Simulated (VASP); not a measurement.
A run of VASP 6.6.1 is set up as follows.

The input INCAR:

```
SYSTEM = In
PREC = Accurate ; ENCUT = 500
EDIFF = 1E-7 ; ISMEAR = 0
SIGMA = 0.1 ; LREAL = .False.
LASPH = .True. ; NELM = 120
ALGO = Normal ; ISIF = 3
LWAVE = .False. ; LCHARG = .False.
GGA = PS ; IBRION = 2
NSW = 90 ; EDIFFG = -0.04
GGA_COMPAT = .False. ; NELMIN = 4
```

Contents of KPOINTS:

```
Automatic mesh
0
Gamma
  6 6 6
  0 0 0
```

POSCAR

```
In
1.0
    5.5750530085      0.0000000000      0.0000000000
   -2.7875265043      4.8281375328      0.0000000000
    0.0000000000      0.0000000000      3.4177498878
In
3
Direct
    0.0000000000      0.0000000000      0.0000000000
    0.3333333333      0.6666666667      0.5000000000
    0.6666666667      0.3333333333      0.5000000000
```

Potentials or basis: VASP PAW PBE potentials, release 64 (In_d).

The run is started by

```sh
$ cat potpaw_PBE.64/In_d/POTCAR > POTCAR
$ mpirun -np 1 vasp_std > vasp.out
```

Q: What does it give for the space group after relaxing (to 0.1 Å)?

A: P6/mmm (No. 191).

Q: Predict the relaxed volume.

A: 25.78 Å³/atom.

Q: What does it give for the relaxed cell?

A: a = 5.301 Å, b = 5.301 Å, c = 3.177 Å, α = 90.00°, β = 90.00°, γ = 120.00°.

Q: Estimate the band gap on the k mesh.

A: Zero (an odd number of electrons rules out a gap without spin polarisation).

Step by step:
| step | energy change (eV) | largest force (eV/Å) | pressure (GPa) | volume (Å³) |
| --- | --- | --- | --- | --- |
| 1 | 0.0000 | 0.0000 | -4.70 | 92.00 |
| 2 | -0.2458 | 0.0000 | -1.50 | 80.52 |
| 3 | -0.2617 | 0.0000 | -0.04 | 77.59 |
| 4 | -0.2618 | 0.0000 | 0.11 | 77.32 |
| 5 | -0.2636 | 0.0000 | 0.12 | 77.33 |

Caveat: the volume moved by over 15 % at a fixed basis, so the end points are rough; the PAW data sets were made with another functional, which shifts forces and pressure a little; spin-orbit coupling is left out, which moves the levels of the heavy elements.
